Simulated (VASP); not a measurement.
Runs of VASP 6.6.1 on Te. The structure is that of space group I4_1/amd (No. 141), or close to it. The cells are those of the table. 

```csv
task,cell,k mesh,cutoff (eV),gap on the mesh (eV),pressure (GPa)
single point,"a = 6.431 Å, angles 93.6, 93.6, 151.2°, 4 atoms",16 × 16 × 16,520,none,-0.1
single point,"a = 5.873 Å, angles 93.5, 93.5, 151.4°, 4 atoms",6 × 6 × 6,520,none,(a)
single point,"a = 6.360 Å, angles 93.8, 93.8, 150.3°, 4 atoms",6 × 6 × 6,520,none,0.1
relaxation of cell and atoms,"relaxed from a = 5.873 Å, angles 93.5, 93.5, 151.4°, 4 atoms",6 × 6 × 6,600,-,0.1
```

Alike in all rows: level PBE; potentials or basis VASP PAW PBE potentials, release 64 (Te); no spin polarisation; smearing gaussian 0.1 eV.

Q: Fill in the values left out.

A: (a) 27.2.

Caveats: some runs use coarse meshes; spin-orbit coupling is left out, which moves the levels of the heavy elements; the bands computed are all filled at some k points, so no gap is given (some runs).

A k mesh can miss the band edges, and the runs leave out spin-orbit coupling on Te.

A gap of «none» marks levels without a gap at the run's occupations.
